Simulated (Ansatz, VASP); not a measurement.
ScAl3 in VASP and in Ansatz

Contents of INCAR:

```
SYSTEM = ScAl3
ALGO = Normal ; EDIFF = 1E-7
EDIFFG = -0.001 ; ENCUT = 600
GGA = PE ; IBRION = 2
ISIF = 3 ; ISMEAR = -1
LASPH = .TRUE. ; LCHARG = .FALSE.
LREAL = .FALSE. ; LWAVE = .FALSE.
NELM = 100 ; NSW = 80
PREC = Accurate ; SIGMA = 0.15
```

File KPOINTS:

```
k-points
0
G
  12 12 12
  0 0 0
```

The input POSCAR:

```
ScAl3
1.0
    4.1053305952      0.0000000000      0.0000000000
    0.0000000000      4.1053305952      0.0000000000
    0.0000000000      0.0000000000      4.1053305952
Sc Al
1 3
Direct
    0.0000000000      0.0000000000      0.0000000000
    0.5000000000      0.0000000000      0.5000000000
    0.0000000000      0.5000000000      0.5000000000
    0.5000000000      0.5000000000      0.0000000000
```

Input for Ansatz:

```yaml
crystal:
  lattice:
    - [4.1053305952, 0.0, 0.0]
    - [0.0, 4.1053305952, 0.0]
    - [0.0, 0.0, 4.1053305952]
  atoms:
    - { symbol: Sc, position: [0.0, 0.0, 0.0] }
    - { symbol: Al, position: [0.5, 0.0, 0.5] }
    - { symbol: Al, position: [0.0, 0.5, 0.5] }
    - { symbol: Al, position: [0.5, 0.5, 0.0] }
basis:
  ecutwfc: 420
kpoints:
  mp_grid: { grid: [12, 12, 12] }
hamiltonian:
  xc: pbe
scf:
  occupations: { method: fermi_dirac, width: 0.15 }
output:
  forces: true
  stress: true
  eigenvalues: true
  write_density: true
  write_potential: true
  elf: true
  volumetric_format: npy
relax:
  adjacent_minimum: "off"
  f_tol: 0.001
  max_steps: 60
  cell: { stress_tol: 0.01 }
```

Alike in both runs: task relaxation of cell and atoms; functional PBE; k mesh 12 × 12 × 12; occupations fermi-dirac, width 0.15 eV; no spin polarisation.

|  | VASP | Ansatz |
| --- | --- | --- |
| version | VASP 6.6.1 | Ansatz 0.2.0 |
| potentials or method | VASP PAW PBE potentials, release 64 (Sc_sv, Al), cutoff 600 eV | scalar-relativistic, plane waves, PAW |
| valence electrons in the cell | 20 | 20 |

|  | VASP | Ansatz | Ansatz less VASP |
| --- | --- | --- | --- |
| gap on the k mesh at the Fermi level, each at its own relaxed structure (eV) | none | none | - |
| relaxed volume (Å³/atom) | 17.34 | 17.33 | -0.008 |
| relaxed length of the cell vector where the two differ most in proportion (Å) | 4.109 | 4.108 | -0.0006 |

A gap of «none» marks a metal or a gap that the smearing closes.
